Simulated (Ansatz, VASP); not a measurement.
# One calculation of ZnS, two programs

```xyz
8
Lattice="3.8087 0.0000 0.0000 -1.9044 3.2985 0.0000 0.0000 0.0000 12.6535" Properties=species:S:1:pos:R:3 pbc="T T T"
Zn    0.0000    0.0000    0.0014
Zn    0.0000    0.0000    6.3282
Zn    0.0000    2.1990    3.1643
Zn    1.9044    1.0995    9.4910
S     0.0000    0.0000    2.3692
S     0.0000    0.0000    8.6959
S     0.0000    2.1990    5.5369
S     1.9044    1.0995   11.8636
```

Change from the starting cell: strain +0.000 along x and y, +0.015 along z, atoms carried along.

Alike in both runs: task single point; functional r2SCAN; k mesh 6 × 6 × 2; occupations gaussian, width 0.05 eV; no spin polarisation.

```csv
,VASP,Ansatz
version,VASP 6.6.1,Ansatz 0.2.0
potentials or method,"VASP PAW PBE potentials, release 64 (Zn, S), cutoff 520 eV","scalar-relativistic, plane waves, PAW"
valence electrons in the cell,72,72
```

VASP gave:

| Quantity | Value |
| --- | --- |
| gap on the k mesh at the Fermi level (eV) | 2.65 |
| least direct gap on the mesh (eV) | 2.65 |
| pressure (GPa) | -1.1 |
| traceless stress, the component that is largest in VASP (GPa) | -1.34 |
| rms of the force components (eV/Å) | 0.039 |

Question: Which values does Ansatz return?

Answer: gap on the k mesh at the Fermi level (eV): 2.64; least direct gap on the mesh (eV): 2.64; pressure (GPa): -1.1; traceless stress, the component that is largest in VASP (GPa): -1.36; rms of the force components (eV/Å): 0.047.

VASP's potentials were made for PBE, not for r2SCAN. Atom by atom the forces differ by 0.009 eV/Å (rms over components).
